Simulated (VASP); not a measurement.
Wanted: the native input for a VASP 6.6.1 run.

| Property | Result |
| --- | --- |
| Task | electric field gradients |
| Functional | PBE |
| Potentials or basis | VASP PAW PBE potentials, release 64 (Li_sv) |
| Cutoff | 520 eV |
| k mesh | 13 × 13 × 13 |
| Occupations | fermi-dirac, width 0.08 eV |
| Spin | no spin polarisation |
| Dipole correction | no |
| Further INCAR settings | ALGO = Normal; EDIFF = 1e-08; NBANDS = 8 |

The structure of Li lies in POSCAR:

```
Li
1.0
   -0.0660600000      2.1689700000      2.1689700000
    2.1689700000     -0.0660600000      2.1689700000
    2.1689700000      2.1689700000     -0.0660600000
Li
1
Direct
    0.0000000000      0.0000000000      0.0000000000
```

This cell differs from its parent crystal: equal xy, yz and zx shear strains of -3 %.

The input as run:

INCAR

```
PREC = Accurate
ENCUT = 520
EDIFF = 1E-8
ISMEAR = -1
SIGMA = 0.08
LREAL = False
LASPH = True
NELM = 80
ALGO = Normal
ISIF = 2
LWAVE = False
LCHARG = False
GGA = PE
LEFG = True
NBANDS = 8
```

KPOINTS

```
Automatic mesh
0
Gamma
  13 13 13
```

Potentials or basis: VASP PAW PBE potentials, release 64 (Li_sv).

The run is started by

```bash
$ cat potpaw_PBE.64/Li_sv/POTCAR > POTCAR
$ mpirun -np 1 vasp_std > vasp.out
```

It took 26 s on 1 thread of Intel(R) Xeon(R) Platinum 8259CL CPU @ 2.50GHz (Skylake/Cascade Lake), on a shared host, peak memory 0.15 GiB.
